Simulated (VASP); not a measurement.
A run of VASP 6.6.1 is set up as follows.

Contents of INCAR:

```
ALGO = Normal
EDIFF = 1E-6
ENCUT = 820
GGA = CA
GGA_COMPAT = False
ISIF = 2
ISMEAR = -1
LASPH = True
LCHARG = False
LREAL = False
LWAVE = False
NBANDS = 46
NELM = 120
PREC = Accurate
SIGMA = 0.05
```

File KPOINTS:

```
k-points
0
Gamma
  12 12 4
```

POSCAR

```
Cu
1.0
    2.5475245418      0.0000000000      0.0000000000
   -1.2737622710      2.2062209700      0.0000000000
    0.0000000000      0.0000000000      8.3165306817
Cu
4
Direct
    0.6666666667      0.3333333333      0.7500000000
    0.0000000000      0.0000000000      0.5000000000
    0.3333333333      0.6666666667      0.2500000000
    0.0000000000      0.0000000000      0.0000000000
```

Potentials or basis: VASP PAW LDA potentials, release 64 (Cu_sv_GW).

The run is started by

```sh
$ cat potpaw_LDA.64/Cu_sv_GW/POTCAR > POTCAR
$ mpirun -np 1 vasp_std > vasp.out
```

Task: Estimate the band gap on the k mesh.

Result: Zero (bands 38 and 39 overlap by 5.18 eV).

Task: What does it give for the pressure?

Result: -12.2 GPa.

Stress tensor (GPa, compression positive):
```
-11.99   0.00   0.00
  0.00 -11.99   0.00
  0.00   0.00 -12.53
```

Caveat: the cell stands under tension.
